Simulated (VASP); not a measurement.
Write the native input for VASP 6.6.1 that does the following.

| Quantity | Value |
| --- | --- |
| Task | single point |
| Functional | r2SCAN |
| Potentials or basis | VASP PAW PBE potentials, release 64 (Mn_pv) |
| Cutoff | 520 eV |
| k mesh | 16 × 16 × 5 |
| Occupations | fermi-dirac, width 0.1 eV |
| Spin | no spin polarisation |
| Dipole correction | no |
| Further INCAR settings | ALGO = Normal; EDIFF = 1e-07; NBANDS = 34 |

Mn:

```
Mn
1.0
     2.45963    0.00000    0.00000
    -1.22982    2.13010    0.00000
     0.00000    0.00000    7.95799
Mn
4
Direct
  0.00000 0.00000 0.00000
  0.00000 0.00000 0.50000
  0.33333 0.66667 0.25000
  0.66667 0.33333 0.75000
```

This isn't the form of Mn at room conditions, which is a 58-atom cubic cell.

The input as run:

POSCAR

```
Mn
1.0
    2.4596328281      0.0000000000      0.0000000000
   -1.2298164140      2.1301045132      0.0000000000
    0.0000000000      0.0000000000      7.9579876579
Mn
4
Direct
    1.0000000000      1.0000000000      0.0000000000
    1.0000000000      0.0000000000      0.5000000000
    0.3333333333      0.6666666667      0.2500000000
    0.6666666667      0.3333333333      0.7500000000
```

INCAR.step1

```
PREC = Accurate ; ENCUT = 520
ISMEAR = -1 ; SIGMA = 0.1
LREAL = F ; LASPH = T
NELM = 80 ; NBANDS = 34
GGA = PE ; ALGO = Normal
EDIFF = 1E-4 ; LWAVE = T
LCHARG = F
```

INCAR.step2

```
PREC = Accurate ; ENCUT = 520
EDIFF = 1E-7 ; ISMEAR = -1
SIGMA = 0.1 ; LREAL = F
LASPH = T ; NELM = 80
ALGO = Normal ; ISIF = 2
LWAVE = F ; LCHARG = F
METAGGA = R2SCAN ; LMIXTAU = T
NBANDS = 34 ; ISTART = 1
```

KPOINTS

```
Automatic mesh
0
Gamma
  16 16 5
```

Potentials or basis: VASP PAW PBE potentials, release 64 (Mn_pv).

Launch:

```console
$ cat potpaw_PBE.64/Mn_pv/POTCAR > POTCAR
$ cp INCAR.step1 INCAR
$ mpirun -np 1 vasp_std > vasp.out
$ cp INCAR.step2 INCAR
$ mpirun -np 1 vasp_std > vasp.out
```

It gave:

```yaml
Pressure: 0.3 GPa
Band_gap_on_the_k_mesh: zero (bands 26 and 27 overlap by 2.22 eV)
```

Caveat: the PAW data sets were made with another functional, which shifts forces and pressure a little; the run has no spin polarisation, though such a crystal can be magnetic.

Wall time 4.6 min on 1 thread of Intel(R) Xeon(R) 6975P-C (Granite Rapids), with other jobs on the host, peak memory 0.22 GiB.
